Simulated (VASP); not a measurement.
The system is AlIn3As4.

```xyz
8
Lattice="-2.8624 2.8624 5.7248 2.8624 -2.8624 5.7248 2.8624 2.8624 -5.7248" Properties=species:S:1:pos:R:3 pbc="T T T"
Al    0.0000    0.0000    5.7248
In    0.0000    2.8624    2.8624
In    2.8624    0.0000    2.8624
In    0.0000    0.0000    0.0000
As   -1.4312    1.4312    7.1560
As    1.4312   -1.4312    7.1560
As    1.4312    1.4312   -1.4312
As    1.4312    1.4312    4.2936
```

| Property | Result |
| --- | --- |
| Program | VASP 6.6.1 |
| Task | relaxation of cell and atoms |
| Functional | PBE |
| Potentials or basis | VASP PAW PBE potentials, release 64 (Al, In_d, As) |
| Cutoff | 600 eV |
| k mesh | 4 × 4 × 4 |
| Occupations | gaussian, width 0.1 eV |
| Spin | no spin polarisation |

At the start: pressure 14.7 GPa; volume 23.45 Å³/atom.

Question: How do energy, volume and symmetry change on relaxing?

Answer: Over 6 steps the energy falls by 217.9 meV/atom and the volume is 27.98 Å³/atom (+19.3 %); space group I-42m (No. 121, to 0.05 Å).

The path:
```tsv
step	energy change (eV)	largest force (eV/Å)	pressure (GPa)	volume (Å³)
1	0.0000	1.6398	14.72	187.62
2	-1.2259	0.3029	-4.77	252.41
3	-1.6387	0.6289	-0.43	226.30
4	-1.7023	0.4114	-0.23	224.82
5	-1.7424	0.0553	0.20	222.53
6	-1.7434	0.0270	-0.09	223.82
```

Final structure:
```
Al In As
1.0
    -3.03646    3.03646    6.06889
     3.03646   -3.03646    6.06889
     3.03646    3.03646   -6.06889
Al In As
1 3 4
Direct
  0.50000 0.50000 0.00000
  0.75000 0.25000 0.50000
  0.25000 0.75000 0.50000
  0.00000 0.00000 0.00000
  0.85632 0.38245 0.00000
  0.38245 0.85632 0.00000
  0.14368 0.14368 0.52613
  0.61755 0.61755 0.47387
```

Caveat: the k points lie up to 0.37 Å⁻¹ apart in the final cell; the volume moved by over 15 % at a fixed basis, so the end points are rough.
